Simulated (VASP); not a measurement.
Input of a VASP 6.6.1 run:

INCAR

```
PREC     = Accurate       # precision mode
ENCUT    = 520            # plane-wave cutoff, eV
EDIFF    = 1E-6           # SCF threshold, eV
ISMEAR   = -1             # smearing method
SIGMA    = 0.05           # smearing width, eV
LREAL    = False          # projectors in reciprocal space
LASPH    = True           # aspherical terms in the spheres
NELM     = 150            # most SCF steps
ALGO     = Normal         # electronic algorithm
ISIF     = 2              # what is computed and relaxed
LWAVE    = False          # write WAVECAR
LCHARG   = False          # write CHGCAR
ISPIN    = 2              # spin polarisation
MAGMOM   = 1.639 1.639    # initial moments
LORBIT   = 11             # projections on sites
LMAXMIX  = 4              # l up to which the mixer works
GGA      = PS             # functional
NBANDS   = 20             # bands
```

Contents of KPOINTS:

```
Automatic mesh
0
Gamma
  19 19 9
```

POSCAR

```
Co
1.0
   -1.6302164937      1.3394373355      1.1947750332
    1.3394373355     -1.6302164937      1.1947750332
    3.0204257371      3.0204257371     -1.7273375941
Co
2
Direct
    0.9584434530      0.0415565470      1.0000000000
    0.7915565470      0.2084434530      0.5000000000
```

Potentials or basis: VASP PAW PBE potentials, release 64 (Co).

The run is started by

```console
$ cat potpaw_PBE.64/Co/POTCAR > POTCAR
$ mpirun -np 1 vasp_std > vasp.out
```

Predict the pressure.

9.2 GPa.

Estimate the largest force.

0.005 eV/Å.

Forces in eV/Å, atoms in the order of the input:
```
Co   0.003 -0.003  0.000
Co  -0.003  0.003  0.000
```

Caveat: the cell stands under pressure; the PAW data sets were made with another functional, which shifts forces and pressure a little.
